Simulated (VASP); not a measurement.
# Ca2HO2 in VASP: relaxation of the atoms with LDA

Aim: the relaxation of the atoms of Ca2HO2 with LDA.

Everything below comes from runs of VASP 6.6.1. Logs are shortened: lines on timing, memory, paths and dates and some standing lists are left out, and cuts for length are marked.

### Step 1. The cell of the first run

The cell holds a slab with vacuum, 5 atoms: a = 3.329 Å, b = 3.329 Å, c = 19.655 Å, α = 90.00°, β = 90.00°, γ = 120.00°.

### Step 2. Relaxation of the atoms, LDA, collinear spin

Input file INCAR:

```
PREC     = Accurate       # precision mode
ENCUT    = 520            # plane-wave cutoff, eV
EDIFF    = 1E-7           # SCF threshold, eV
ISMEAR   = 0              # smearing method
SIGMA    = 0.05           # smearing width, eV
LREAL    = F              # projectors in reciprocal space
LASPH    = T              # aspherical terms in the spheres
NELM     = 200            # most SCF steps
ALGO     = Normal         # electronic algorithm
ISIF     = 2              # what is computed and relaxed
LWAVE    = F              # write WAVECAR
LCHARG   = F              # write CHGCAR
ISPIN    = 2              # spin polarisation
MAGMOM   = 0 0 0 0 1      # initial moments
LORBIT   = 11             # projections on sites
LDIPOL   = T            
IDIPOL   = 3            
DIPOL    = 0.5 0.5 0.342
GGA      = CA             # functional
IBRION   = 2              # ionic algorithm
NSW      = 36             # ionic steps
EDIFFG   = -0.025         # ionic threshold
GGA_COMPAT= F            
NELMIN   = 4            
NELMDL   = -8           
KPAR     = 4
```

Input file KPOINTS:

```
Automatic mesh
0
Gamma
  9 9 1
```

Input file POSCAR:

```
Ca2HO2
1.0
    3.3291210616      0.0000000000      0.0000000000
   -1.6645605308      2.8831034116      0.0000000000
    0.0000000000      0.0000000000     19.6554098218
O Ca H
2 2 1
Selective dynamics
Direct
    0.3333333333      0.6666666667      0.2035063138  F F F
    0.0000000000      0.0000000000      0.3640735492  F F F
    0.6666666667      0.3333333333      0.2726530778  F F F
    0.3333333333      0.6666666667      0.4149193477  F F F
    0.6666666667      1.3333333333      0.4534625873  F F T
```

Potentials or basis: VASP PAW LDA potentials, release 64 (O, Ca_sv, H).

Started as:

```bash
cat potpaw_LDA.64/O/POTCAR potpaw_LDA.64/Ca_sv/POTCAR potpaw_LDA.64/H/POTCAR > POTCAR
mpirun -np 4 vasp_std > vasp.out
```

OUTCAR:

```text
PREC = Accurate
   ENCUT = 520
   EDIFF = 1E-7
   ISMEAR = 0
   LREAL = F
   LASPH = T
   NELM = 200
   ISIF = 2
   ISPIN = 2
   LORBIT = 11
   GGA = CA
   IBRION = 2
   NSW = 36
   EDIFFG = -0.025
   NELMIN = 4
   NELMDL = -8

 ion  position               nearest neighbor table
   1  0.333  0.667  0.204-   3 2.35   3 2.35   3 2.35
   2  0.000  0.000  0.364-   4 2.17   4 2.17   4 2.17
   3  0.667  0.333  0.273-   1 2.35   1 2.35   1 2.35
   4  0.333  0.667  0.415-   2 2.17   2 2.17   2 2.17
   5  0.667  0.333  0.453-

  LATTYP: Found a hexagonal cell.
 ALAT       =     3.3291210616
 C/A-ratio  =     5.9040838282

  Lattice vectors:

 A1 = (   3.3291210616,   0.0000000000,   0.0000000000)
 A2 = (  -1.6645605308,   2.8831034116,   0.0000000000)
 A3 = (   0.0000000000,   0.0000000000,  19.6554098218)

Analysis of symmetry for initial positions (statically):
=====================================================================
 Subroutine PRICEL returns:
 Original cell was already a primitive cell.

 Routine SETGRP: Setting up the symmetry group for a
 hexagonal supercell.

 Subroutine GETGRP returns: Found  6 space group operations
 (whereof  6 operations were pure point group operations)
 out of a pool of 24 trial point group operations.

The static configuration has the point symmetry C_3v.

Analysis of symmetry for dynamics (positions and initial velocities):
=====================================================================
 Subroutine PRICEL returns:
 Original cell was already a primitive cell.

 Routine SETGRP: Setting up the symmetry group for a
 hexagonal supercell.

 Subroutine GETGRP returns: Found  6 space group operations
 (whereof  6 operations were pure point group operations)
 out of a pool of 24 trial point group operations.

The dynamic configuration has the point symmetry C_3v.

Analysis of constrained symmetry for selective dynamics:
=====================================================================
 Subroutine PRICEL returns:
 Original cell was already a primitive cell.

 Routine SETGRP: Setting up the symmetry group for a
 hexagonal supercell.

 Subroutine GETGRP returns: Found  6 space group operations
 (whereof  6 operations were pure point group operations)
 out of a pool of 24 trial point group operations.

The constrained configuration has the point symmetry C_3v.
[... 149 lines left out ...]

 number of electron      33.0000002 magnetization       1.0000204

 Free energy of the ion-electron system (eV)
  ---------------------------------------------------
  ext. energy  EPLUGINS =         0.00000000
  ---------------------------------------------------
  free energy    TOTEN  =       -26.31427007 eV

  energy without entropy =      -26.30907518  energy(sigma->0) =      -26.31167263

------------------------ aborting loop because EDIFF is reached ----------------------------------------

  FORCE on cell =-STRESS in cart. coord.  units (eV):
  Direction    XX          YY          ZZ          XY          YZ          ZX
  --------------------------------------------------------------------------------------
  -------------------------------------------------------------------------------------
  Total        3.5760815      3.5760815     -2.5418782      0.0000000      0.0000000      0.0000000
  in kB       30.3700898     30.3700898    -21.5870550      0.0000000      0.0000000      0.0000000
  external PRESSURE =      13.0510415 kB  Pullay stress =       0.0000000 kB
[... 143 lines left out ...]
--------------------------------------- Ionic step        5  -------------------------------------------

 number of electron      33.0000002 magnetization       1.0000000

 dipolmoment           0.000000      0.000000     -0.133412 electrons x Angstroem

 Free energy of the ion-electron system (eV)
  ---------------------------------------------------
  ext. energy  EPLUGINS =         0.00000000
  ---------------------------------------------------
  free energy    TOTEN  =       -26.51688804 eV

  energy without entropy =      -26.51123615  energy(sigma->0) =      -26.51406209

 E-fermi :  -4.8173     XC(G=0):  -4.2570

 val. band max:       -4.8309920099   @ k =   0.2222   0.2222   0.0000
 cond. band min:      -4.7895820556   @ k =   0.3333   0.2222   0.0000
 fundamental gap:      0.0414099543
 Fermi energy:        -4.8172982886

 spin component 1

 k-point     1 :       0.0000    0.0000    0.0000
  band No.  band energies     occupation
      1     -42.8929      1.00000
      2     -42.0196      1.00000
      3     -24.5786      1.00000
      4     -23.9985      1.00000
      5     -23.9985      1.00000
      6     -23.7741      1.00000
[... 277 lines left out ...]
     20       0.9987      0.00000
     21       1.2235      0.00000
 Fermi energy:        -4.8172982886

 spin component 2

 k-point     1 :       0.0000    0.0000    0.0000
  band No.  band energies     occupation
      1     -42.8887      1.00000
      2     -42.0018      1.00000
      3     -24.5348      1.00000
      4     -23.9930      1.00000
      5     -23.9930      1.00000
      6     -23.7418      1.00000
[... 277 lines left out ...]
     20       1.0785      0.00000
     21       1.2858      0.00000

------------------------ aborting loop because EDIFF is reached ----------------------------------------

 vacuum level on the upper side and lower side of the slab       (xc-potential included)        -1.232         1.216

  FORCE on cell =-STRESS in cart. coord.  units (eV):
  Direction    XX          YY          ZZ          XY          YZ          ZX
  --------------------------------------------------------------------------------------
  -------------------------------------------------------------------------------------
  Total        1.8843170      1.8843170     -3.2698972      0.0000000      0.0000000     -0.0000000
  in kB       16.0026765     16.0026765    -27.7698010      0.0000000      0.0000000     -0.0000000
  external PRESSURE =       1.4118507 kB  Pullay stress =       0.0000000 kB
[... 20 lines left out ...]
  FREE ENERGIE OF THE ION-ELECTRON SYSTEM (eV)
  ---------------------------------------------------
  free  energy   TOTEN  =       -26.5168880402 eV

  energy  without entropy=      -26.5112361472  energy(sigma->0) =      -26.51406209

 reached required accuracy - stopping structural energy minimisation

 vacuum level on the upper side and lower side of the slab         2.090         4.605

 total charge

# of ion       s       p       d       tot
------------------------------------------
    1        1.580   3.194   0.000   4.775
    2        1.549   3.448   0.000   4.997
    3        2.043   5.855   0.293   8.191
    4        2.059   5.891   0.382   8.332
    5        0.491   0.001   0.000   0.493
--------------------------------------------------
tot          7.723  18.390   0.675  26.788

 magnetization (x)

# of ion       s       p       d       tot
------------------------------------------
    1        0.007   0.595   0.000   0.602
    2       -0.000   0.023   0.000   0.023
    3       -0.003   0.003   0.003   0.003
    4       -0.001   0.009   0.011   0.018
    5        0.081   0.000   0.000   0.081
--------------------------------------------------
tot          0.084   0.630   0.014   0.728
```

Wall time 4.2 min (4 MPI ranks of Intel Xeon Platinum 8488C (Sapphire Rapids), shared host); peak memory 0.35 GiB.

What came out:

```
Free energy                                           : -26.5169 eV
Energy gained by relaxing                             : 40.5 meV/atom
Ionic steps                                           : 5
Band gap on the k mesh                                : zero (filled and empty bands overlap)
Net moment                                            : 1.00 μB per cell
Site moments                                          : O +0.60, +0.02; Ca +0.00, +0.02; H +0.08 μB
Valence electrons inside the program's atomic spheres : O 4.78, 5.00; Ca 8.19, 8.33; H 0.49
```

Step by step:
```csv
step,energy change (eV),largest force on free atoms (eV/Å),pressure (GPa)
1,0.0000,0.8982,1.31
2,-0.0369,0.8051,1.20
3,-0.1236,0.5325,0.86
4,-0.2016,0.0641,0.22
5,-0.2026,0.0042,0.14
```

Final structure:
```
CELL_PARAMETERS angstrom
3.32912 0.00000 0.00000
-1.66456 2.88310 0.00000
0.00000 0.00000 19.65541
ATOMIC_POSITIONS crystal
O 0.33333 0.66667 0.20351
O 0.00000 0.00000 0.36407
Ca 0.66667 0.33333 0.27265
Ca 0.33333 0.66667 0.41492
H 0.66667 0.33333 0.47732
```

Levels at points of the mesh, in eV from the Fermi level:
Spin up:
```tsv
k point	band 13	band 14	band 15	band 16	band 17	band 18	band 19	band 20	band 21
(0.00, 0.00, 0.00)	-1.86	-1.61	-0.93	-0.93	-0.85	4.36	5.26	5.93	5.93
```
Spin down:
| k point | band 13 | band 14 | band 15 | band 16 | band 17 | band 18 | band 19 | band 20 |
| --- | --- | --- | --- | --- | --- | --- | --- | --- |
| (0.00, 0.00, 0.00) | -1.81 | -1.19 | -0.41 | 0.20 | 0.20 | 4.51 | 5.32 | 5.97 |
